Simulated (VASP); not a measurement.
# Cs (Fd-3m) in VASP: notebook

Runs on Cs. Level: LDA. Tasks: single point.

Program: VASP 6.6.1. These are calculated values, not measurements. Logs are shortened: lines on timing, memory, paths and dates and some standing lists are left out, and cuts for length are marked.

## 1. The cell of the first run

The structure is cubic, space group Fd-3m (No. 227). The conventional cell has a = 6.269 Å, b = 6.269 Å, c = 6.269 Å, α = 90.00°, β = 90.00°, γ = 90.00°. Cs (site symmetry -43m) has 4 Cs at 2.71 Å within 3.6 Å.

This isn't the form of Cs at room conditions, which is bcc.

## 2. Single point, LDA

The input, INCAR:

```
SYSTEM = Cs
PREC = Accurate ; ENCUT = 500
EDIFF = 1E-6 ; ISMEAR = 0
SIGMA = 0.05 ; LREAL = .FALSE.
LASPH = .TRUE. ; NELM = 120
ALGO = Normal ; ISIF = 2
LWAVE = .FALSE. ; LCHARG = .TRUE.
LELF = .TRUE. ; LVHAR = .TRUE.
NBANDS = 16 ; GGA_COMPAT = .FALSE.
```

The input, KPOINTS:

```
Automatic mesh
0
G
  4 4 4
  0 0 0
```

The input, POSCAR:

```
Cs
1.0
    0.0000000000      3.1347039648      3.1347039648
    3.1347039648      0.0000000000      3.1347039648
    3.1347039648      3.1347039648      0.0000000000
Cs
2
Direct
    1.0000000000      1.0000000000      1.0000000000
    0.2500000000      0.2500000000      0.2500000000
```

Potentials or basis: VASP PAW LDA potentials, release 64 (Cs_sv).

On the command line:

```bash
$ cat potpaw_LDA.64/Cs_sv/POTCAR > POTCAR
$ mpirun -np 1 vasp_std > vasp.out
```

OUTCAR:

```text
SYSTEM = Cs
   PREC = Accurate
   ENCUT = 500
   EDIFF = 1E-6
   ISMEAR = 0
   LREAL = .FALSE.
   LASPH = .TRUE.
   NELM = 120
   ISIF = 2

 ion  position               nearest neighbor table
   1  0.000  0.000  0.000-   2 2.71   2 2.71   2 2.71   2 2.71
   2  0.250  0.250  0.250-   1 2.71   1 2.71   1 2.71   1 2.71

  LATTYP: Found a face centered cubic cell.
 ALAT       =     6.2694079296

  Lattice vectors:

 A1 = (   0.0000000000,   3.1347039648,   3.1347039648)
 A2 = (   3.1347039648,   0.0000000000,   3.1347039648)
 A3 = (   3.1347039648,   3.1347039648,   0.0000000000)

Analysis of symmetry for initial positions (statically):
=====================================================================
 Subroutine PRICEL returns:
 Original cell was already a primitive cell.

 Routine SETGRP: Setting up the symmetry group for a
 face centered cubic supercell.

 Subroutine GETGRP returns: Found 48 space group operations
 (whereof 24 operations were pure point group operations)
 out of a pool of 48 trial point group operations.

The static configuration has the point symmetry T_d .
 The point group associated with its full space group is O_h .

Analysis of symmetry for dynamics (positions and initial velocities):
=====================================================================
 Subroutine PRICEL returns:
 Original cell was already a primitive cell.

 Routine SETGRP: Setting up the symmetry group for a
 face centered cubic supercell.

 Subroutine GETGRP returns: Found 48 space group operations
 (whereof 24 operations were pure point group operations)
 out of a pool of 48 trial point group operations.

The dynamic configuration has the point symmetry T_d .
 The point group associated with its full space group is O_h .

 Subroutine INISYM returns: Found 48 space group operations
 (whereof 24 operations are pure point group operations),
 and found     1 'primitive' translations

----------------------------------------------------------------------------------------

                                     Primitive cell

  volume of cell :      61.6055

  direct lattice vectors                    reciprocal lattice vectors
     0.000000000  3.134703965  3.134703965    -0.159504695  0.159504695  0.159504695
     3.134703965  0.000000000  3.134703965     0.159504695 -0.159504695  0.159504695
     3.134703965  3.134703965  0.000000000     0.159504695  0.159504695 -0.159504695

  length of vectors
     4.433140861  4.433140861  4.433140861     0.276270236  0.276270236  0.276270236

  position of ions in fractional coordinates (direct lattice)
     0.000000000  0.000000000  0.000000000
     0.250000000  0.250000000  0.250000000

  ion indices of the primitive-cell ions
   primitive index   ion index
                 1           1
                 2           2

----------------------------------------------------------------------------------------

 KPOINTS: Automatic mesh

Automatic generation of k-mesh.
 Grid dimensions read from file:
 generate k-points for:    4    4    4

 Generating k-lattice:

  Cartesian coordinates                     Fractional coordinates (reciprocal lattice)
    -0.039876174  0.039876174  0.039876174     0.250000000  0.000000000  0.000000000
     0.039876174 -0.039876174  0.039876174     0.000000000  0.250000000  0.000000000
     0.039876174  0.039876174 -0.039876174     0.000000000  0.000000000  0.250000000

  Length of vectors
     0.069067559  0.069067559  0.069067559

  Shift w.r.t. Gamma in fractional coordinates (k-lattice)
     0.000000000  0.000000000  0.000000000

 Subroutine IBZKPT returns following result:
 ===========================================

 Found      8 irreducible k-points:

 Following reciprocal coordinates:
            Coordinates               Weight
  0.000000  0.000000  0.000000      1.000000
  0.250000  0.000000  0.000000      8.000000
  0.500000  0.000000  0.000000      4.000000
  0.250000  0.250000  0.000000      6.000000
  0.500000  0.250000  0.000000     24.000000
 -0.250000  0.250000  0.000000     12.000000
  0.500000  0.500000  0.000000      3.000000
 -0.250000  0.500000  0.250000      6.000000
   k-points           NKPTS =      8   k-points in BZ     NKDIM =      8   number of bands    NBANDS=     16
   number of dos      NEDOS =    301   number of ions     NIONS =      2
   total plane-waves  NPLWV =  32768
   dimension x,y,z NGX =    32 NGY =   32 NGZ =   32
   dimension x,y,z NGXF=    64 NGYF=   64 NGZF=   64
   ions per type =               2
   NGX,Y,Z   is equivalent  to a cutoff of  12.00, 12.00, 12.00 a.u.
   NGXF,Y,Z  is equivalent  to a cutoff of  24.00, 24.00, 24.00 a.u.
 SYSTEM =  Cs
   PREC   = accura    normal or accurate (medium, high low for compatibility)
   ISTART =      0    job   : 0-new  1-cont  2-samecut
   ICHARG =      2    charge: 1-file 2-atom 10-const
   ISPIN  =      1    spin polarized calculation?
   LNONCOLLINEAR =      F non collinear calculations
   LSORBIT =      F    spin-orbit coupling
   LASPH  =      T    aspherical Exc in radial PAW
   ENCUT  =  500.0 eV  36.75 Ry    6.06 a.u.   8.08  8.08  8.08*2*pi/ulx,y,z
   NELM   =    120;   NELMIN=  2; NELMDL= -5     # of ELM steps
   EDIFF  = 0.1E-05   stopping-criterion for ELM
   LREAL  =      F    real-space projection
   EDIFFG = 0.1E-04   stopping-criterion for IOM
   NSW    =      0    number of steps for IOM
   IBRION =     -1    ionic relax: 0-MD 1-quasi-New 2-CG
   NFREE  =      0    steps in history (QN), initial steepest desc. (CG)
   ISIF   =      2    stress and relaxation
   ISYM   =      2    0-nonsym 1-usesym 2-fastsym
   POTIM  = 0.5000    time-step for ionic-motion
   TEBEG  =    0.0;   TEEND  =   0.0 temperature during run
   PSTRESS=    0.0 pullay stress
   NELECT =      18.0000    total number of electrons
   NUPDOWN=      -1.0000    fix difference up-down
   EMIN   =  10.00;   EMAX   =-10.00  energy-range for DOS
   EFERMI =   0.00;   METHOD = LEGACY
   ISMEAR =     0;   SIGMA  =   0.05  broadening in eV -4-tet -1-fermi 0-gaus
   EFERMI_NEDOS =   21; number of points for ismear=-14 and -15
   IALGO  =     38    algorithm
   IMIX   =      4    mixing-type and parameters
     AMIX     =   0.40;   BMIX     =  1.00
     AMIX_MAG =   1.60;   BMIX_MAG =  1.00
  volume/ion in A,a.u.               =      30.80       207.87
[... 14 lines left out ...]
   NGX = 17   NGY = 17   NGZ = 17

 number of electron      17.9999999 magnetization

 Free energy of the ion-electron system (eV)
  ---------------------------------------------------
  ext. energy  EPLUGINS =         0.00000000
  ---------------------------------------------------
  free energy    TOTEN  =         4.35596726 eV

  energy without entropy =        4.36053659  energy(sigma->0) =        4.35825192

 E-fermi :   5.7068     XC(G=0):  -9.8902

 val. band max:        5.4857616947   @ k =  -0.2500   0.2500   0.0000
 cond. band min:       5.7267759141   @ k =   0.2500   0.0000   0.0000
 fundamental gap:      0.2410142195
 Fermi energy:         5.7068206532

 k-point     1 :       0.0000    0.0000    0.0000
  band No.  band energies     occupation
      1     -20.3321      2.00000
      2     -15.5104      2.00000
      3      -6.9257      2.00000
      4      -6.9257      2.00000
      5      -6.9257      2.00000
      6      -3.5924      2.00000
      7      -3.5924      2.00000
      8      -3.5924      2.00000
      9       4.5230      2.00000
     10       6.5443      0.00000
     11       6.5443      0.00000
     12       9.2013      0.00000
     13       9.2013      0.00000
     14       9.2013      0.00000
     15      13.3952      0.00000
     16      14.7270      0.00000

 k-point     2 :       0.2500    0.0000    0.0000
  band No.  band energies     occupation
      1     -19.9668      2.00000
      2     -16.2918      2.00000
      3      -7.2609      2.00000
      4      -7.2609      2.00000
      5      -6.9264      2.00000
      6      -3.0197      2.00000
      7      -3.0197      2.00000
      8      -2.8044      2.00000
      9       5.7268      0.57247
     10       6.1457      0.00000
     11       6.1457      0.00000
     12       8.7843      0.00000
     13      10.6081      0.00000
     14      10.8782      0.00000
     15      10.8782      0.00000
     16      12.8060      0.00000

 k-point     3 :       0.5000    0.0000    0.0000
  band No.  band energies     occupation
      1     -19.4188      2.00000
      2     -17.2034      2.00000
      3      -7.5244      2.00000
      4      -7.5244      2.00000
      5      -7.0587      2.00000
      6      -2.5376      2.00000
      7      -2.5376      2.00000
      8      -1.5725      2.00000
      9       6.2200      0.00000
     10       7.0461      0.00000
     11       7.0933      0.00000
     12       7.0933      0.00000
     13       8.5001      0.00000
     14       8.5001      0.00000
     15      12.9514      0.00000
     16      14.0732      0.00000

 k-point     4 :       0.2500    0.2500    0.0000
  band No.  band energies     occupation
      1     -19.8193      2.00000
      2     -16.5562      2.00000
      3      -7.6563      2.00000
      4      -7.6563      2.00000
      5      -5.9288      2.00000
      6      -4.1014      2.00000
      7      -2.2564      2.00000
      8      -2.2564      2.00000
      9       4.7754      2.00000
     10       6.3425      0.00000
     11       7.4347      0.00000
     12      10.0693      0.00000
     13      10.0693      0.00000
     14      11.1450      0.00000
     15      11.3290      0.00000
     16      11.8676      0.00000

 k-point     5 :       0.5000    0.2500    0.0000
  band No.  band energies     occupation
      1     -19.1427      2.00000
      2     -17.5705      2.00000
      3      -8.2453      2.00000
      4      -7.8700      2.00000
      5      -5.5376      2.00000
      6      -3.6051      2.00000
      7      -1.7489      2.00000
      8      -1.3858      2.00000
      9       4.9476      2.00000
     10       6.0538      0.00000
     11       7.4674      0.00000
     12       9.1341      0.00000
     13       9.6723      0.00000
     14      11.1909      0.00000
     15      12.2541      0.00000
     16      13.2481      0.00000

 k-point     6 :      -0.2500    0.2500    0.0000
  band No.  band energies     occupation
      1     -19.4288      2.00000
      2     -17.1791      2.00000
      3      -8.2258      2.00000
      4      -7.5351      2.00000
      5      -5.9636      2.00000
      6      -3.0305      2.00000
      7      -2.4602      2.00000
      8      -1.6952      2.00000
      9       5.4858      2.00000
     10       5.7620      0.11835
     11       6.7661      0.00000
     12       9.4501      0.00000
     13      10.2689      0.00000
     14      11.2302      0.00000
     15      11.9624      0.00000
     16      12.2625      0.00000

 k-point     7 :       0.5000    0.5000    0.0000
  band No.  band energies     occupation
      1     -18.4066      2.00000
      2     -18.4066      2.00000
      3      -8.1546      2.00000
      4      -8.1546      2.00000
      5      -4.7781      2.00000
      6      -4.7781      2.00000
      7      -0.9707      2.00000
      8      -0.9707      2.00000
      9       5.4110      2.00000
     10       5.4110      2.00000
     11       8.5268      0.00000
     12       8.5268      0.00000
     13      10.0789      0.00000
     14      10.0789      0.00000
     15      13.4064      0.00000
     16      13.4064      0.00000

 k-point     8 :      -0.2500    0.5000    0.2500
  band No.  band energies     occupation
      1     -18.4050      2.00000
      2     -18.4050      2.00000
      3      -8.2796      2.00000
      4      -8.2796      2.00000
      5      -4.3366      2.00000
      6      -4.3366      2.00000
      7      -1.3555      2.00000
      8      -1.3555      2.00000
      9       5.0578      2.00000
     10       5.0578      2.00000
     11       8.5111      0.00000
     12       8.5111      0.00000
     13      11.8553      0.00000
     14      11.8553      0.00000
     15      12.6997      0.00000
     16      12.6997      0.00000

------------------------ aborting loop because EDIFF is reached ----------------------------------------

  FORCE on cell =-STRESS in cart. coord.  units (eV):
  Direction    XX          YY          ZZ          XY          YZ          ZX
  --------------------------------------------------------------------------------------
  -------------------------------------------------------------------------------------
  Total       18.1036286     18.1036286     18.1036286      0.0000000      0.0000000      0.0000000
  in kB      470.8218603    470.8218603    470.8218603      0.0000000      0.0000000      0.0000000
  external PRESSURE =     470.8218603 kB  Pullay stress =       0.0000000 kB

 VOLUME and BASIS-vectors are now :
 -----------------------------------------------------------------------------
  energy-cutoff  :      500.00
  volume of cell :       61.61
      direct lattice vectors                 reciprocal lattice vectors
     0.000000000  3.134703965  3.134703965    -0.159504695  0.159504695  0.159504695
     3.134703965  0.000000000  3.134703965     0.159504695 -0.159504695  0.159504695
     3.134703965  3.134703965  0.000000000     0.159504695  0.159504695 -0.159504695

 POSITION                                       TOTAL-FORCE (eV/Angst)
 -----------------------------------------------------------------------------------
      0.00000      0.00000      0.00000         0.000000      0.000000      0.000000
      1.56735      1.56735      1.56735        -0.000000     -0.000000      0.000000
 -----------------------------------------------------------------------------------
    total drift:                               -0.000000     -0.000000      0.000000

  FREE ENERGIE OF THE ION-ELECTRON SYSTEM (eV)
  ---------------------------------------------------
  free  energy   TOTEN  =         4.3559672597 eV

  energy  without entropy=        4.3605365898  energy(sigma->0) =        4.35825192
```

It took 2.8 s on 1 thread of Intel Xeon 6975P-C (Granite Rapids), shared host; peak memory 0.14 GiB.

What came out:

```yaml
Free_energy: 4.3560 eV
Pressure: 47.1 GPa
Band_gap_on_the_k_mesh: zero (bands 9 and 10 overlap by 1.16 eV)
```

Levels at points of the mesh, in eV from the Fermi level:
```csv
k point,band 6,band 7,band 8,band 9,band 10,band 11,band 12,band 13
"(0.00, 0.00, 0.00)",-9.30,-9.30,-9.30,-1.18,0.84,0.84,3.49,3.49
"(0.50, 0.00, 0.00)",-8.24,-8.24,-7.28,0.51,1.34,1.39,1.39,2.79
"(0.50, 0.50, 0.00)",-10.48,-6.68,-6.68,-0.30,-0.30,2.82,2.82,4.37
```

Caveat: the k points lie up to 0.43 Å⁻¹ apart, too coarse for converged energies and pressures of a metal; spin-orbit coupling is left out, which moves the levels of the heavy elements.

## 3. Single point, LDA

This run uses another cell than the first one, of 34.27 Å³/atom.

The input, INCAR:

```
SYSTEM = Cs
ALGO = Normal
EDIFF = 1E-6
ENCUT = 500
GGA_COMPAT = .FALSE.
ISIF = 2
ISMEAR = 0
LASPH = .TRUE.
LCHARG = .FALSE.
LREAL = .FALSE.
LWAVE = .FALSE.
NBANDS = 16
NELM = 120
PREC = Accurate
SIGMA = 0.05
```

The input, KPOINTS:

```
k-points
0
G
  4 4 4
  0 0 0
```

The input, POSCAR:

```
Cs
1.0
    0.0000000000      3.2480595516      3.2480595516
    3.2480595516      0.0000000000      3.2480595516
    3.2480595516      3.2480595516      0.0000000000
Cs
2
Direct
    1.0000000000      1.0000000000      1.0000000000
    0.2500000000      0.2500000000      0.2500000000
```

Potentials or basis: VASP PAW LDA potentials, release 64 (Cs_sv).

On the command line:

```bash
$ cat potpaw_LDA.64/Cs_sv/POTCAR > POTCAR
$ mpirun -np 1 vasp_std > vasp.out
```

Run time: 3.3 s. Hardware: 1 thread of Intel Xeon 6975P-C (Granite Rapids), shared host; peak memory 0.16 GiB.

The run converged. Its results:

```yaml
Free_energy: 2.6854 eV
Pressure: 31.2 GPa
Band_gap_on_the_k_mesh: zero (bands 9 and 10 overlap by 1.04 eV)
```

Levels at points of the mesh, in eV from the Fermi level:
```csv
k point,band 7,band 8,band 9,band 10,band 11,band 12
"(0.00, 0.00, 0.00)",-9.22,-9.22,-1.11,1.07,1.07,3.47
"(0.50, 0.00, 0.00)",-8.34,-7.75,0.60,1.40,1.45,1.45
"(0.50, 0.50, 0.00)",-7.13,-7.13,-0.18,-0.18,2.86,2.86
```

Caveat: the k points lie up to 0.42 Å⁻¹ apart, too coarse for converged energies and pressures of a metal; spin-orbit coupling is left out, which moves the levels of the heavy elements.

## 4. Single point, LDA

This run uses another cell than the first one, of 40.51 Å³/atom.

The input, INCAR:

```
SYSTEM = Cs
  PREC = Accurate
  ENCUT = 500
  EDIFF = 1E-6
  ISMEAR = 0
  SIGMA = 0.05
  LREAL = .False.
  LASPH = .True.
  NELM = 120
  ALGO = Normal
  ISIF = 2
  LWAVE = .False.
  LCHARG = .True.
  LELF = .True.
  LVHAR = .True.
  NBANDS = 16
  GGA_COMPAT = .False.
```

The input, KPOINTS:

```
Automatic mesh
0
Gamma
  4 4 4
  0 0 0
```

The input, POSCAR:

```
Cs
1.0
    0.0000000000      3.4345152348      3.4345152348
    3.4345152348      0.0000000000      3.4345152348
    3.4345152348      3.4345152348      0.0000000000
Cs
2
Direct
    1.0000000000      1.0000000000      1.0000000000
    0.2500000000      0.2500000000      0.2500000000
```

On the command line:

```bash
$ cat potpaw_LDA.64/Cs_sv/POTCAR > POTCAR
$ mpirun -np 1 vasp_std > vasp.out
```

Wall time 3.9 s (1 thread of Intel Xeon 6975P-C (Granite Rapids), shared host); peak memory 0.16 GiB.

Results (log left out):

- Free energy: 0.9223 eV
- Pressure: 15.6 GPa
- Band gap on the k mesh: zero (bands 9 and 10 overlap by 0.84 eV)

Levels at points of the mesh, in eV from the Fermi level:
| k point | band 7 | band 8 | band 9 | band 10 | band 11 | band 12 |
| --- | --- | --- | --- | --- | --- | --- |
| (0.00, 0.00, 0.00) | -9.38 | -9.38 | -1.21 | 1.19 | 1.19 | 3.21 |
| (0.50, 0.00, 0.00) | -8.74 | -8.54 | 0.56 | 1.22 | 1.38 | 1.38 |
| (0.50, 0.50, 0.00) | -7.94 | -7.94 | -0.13 | -0.13 | 2.71 | 2.71 |

Caveat: the k points lie up to 0.40 Å⁻¹ apart, too coarse for converged energies and pressures of a metal; spin-orbit coupling is left out, which moves the levels of the heavy elements.

## 5. Single point, LDA

This run uses another cell than the first one, of 145.12 Å³/atom.

The input, INCAR:

```
PREC = Accurate
ENCUT = 500
EDIFF = 1E-6
ISMEAR = 0
SIGMA = 0.05
LREAL = F
LASPH = T
NELM = 120
ALGO = Normal
ISIF = 2
LWAVE = F
LCHARG = F
NBANDS = 16
GGA_COMPAT = F
```

The input, KPOINTS:

```
Automatic mesh
0
Gamma
  4 4 4
```

The input, POSCAR:

```
Cs
1.0
    0.0000000000      5.2550000000      5.2550000000
    5.2550000000      0.0000000000      5.2550000000
    5.2550000000      5.2550000000      0.0000000000
Cs
2
Direct
    1.0000000000      1.0000000000      1.0000000000
    0.2500000000      0.2500000000      0.2500000000
```

On the command line:

```bash
$ cat potpaw_LDA.64/Cs_sv/POTCAR > POTCAR
$ mpirun -np 1 vasp_std > vasp.out
```

Wall time 17 s (1 thread of Intel Xeon 6975P-C (Granite Rapids), shared host); peak memory 0.29 GiB.

It converged, with:

| Quantity | Value |
| --- | --- |
| Free energy | -1.4047 eV |
| Pressure | 0.0 GPa |
| Band gap on the k mesh | zero (bands 9 and 10 overlap by 0.13 eV) |

Levels at points of the mesh, in eV from the Fermi level:
| k point | band 5 | band 6 | band 7 | band 8 | band 9 | band 10 | band 11 | band 12 | band 13 | band 14 |
| --- | --- | --- | --- | --- | --- | --- | --- | --- | --- | --- |
| (0.00, 0.00, 0.00) | -11.29 | -11.10 | -11.10 | -11.10 | -1.63 | 1.12 | 1.12 | 1.28 | 1.28 | 1.28 |
| (0.50, 0.00, 0.00) | -11.29 | -11.11 | -11.08 | -11.08 | -0.72 | -0.03 | 0.94 | 0.94 | 1.16 | 1.50 |
| (0.50, 0.50, 0.00) | -11.20 | -11.20 | -11.06 | -11.06 | -0.05 | -0.05 | 0.43 | 0.43 | 1.61 | 1.61 |

Caveat: spin-orbit coupling is left out, which moves the levels of the heavy elements.

## 6. The runs side by side

| cell | gap on the mesh (eV) | pressure (GPa) |
| --- | --- | --- |
| a = 4.433 Å, angles 60.0°, 2 atoms | none | 47.1 |
| a = 4.593 Å, angles 60.0°, 2 atoms | none | 31.2 |
| a = 4.857 Å, angles 60.0°, 2 atoms | none | 15.6 |
| a = 7.432 Å, angles 60.0°, 2 atoms | none | 0.0 |

Alike in all rows: task single point; level LDA; potentials or basis VASP PAW LDA potentials, release 64 (Cs_sv); no spin polarisation; k mesh 4 × 4 × 4; cutoff (eV) 500; smearing gaussian 0.05 eV.

Caveats: some runs use coarse meshes; spin-orbit coupling is left out, which moves the levels of the heavy elements.

Total energies depend on the potentials used, so only differences within one code and one set of settings carry meaning.

The gap in the log of VASP goes by the Fermi energy; the results here count the filled bands.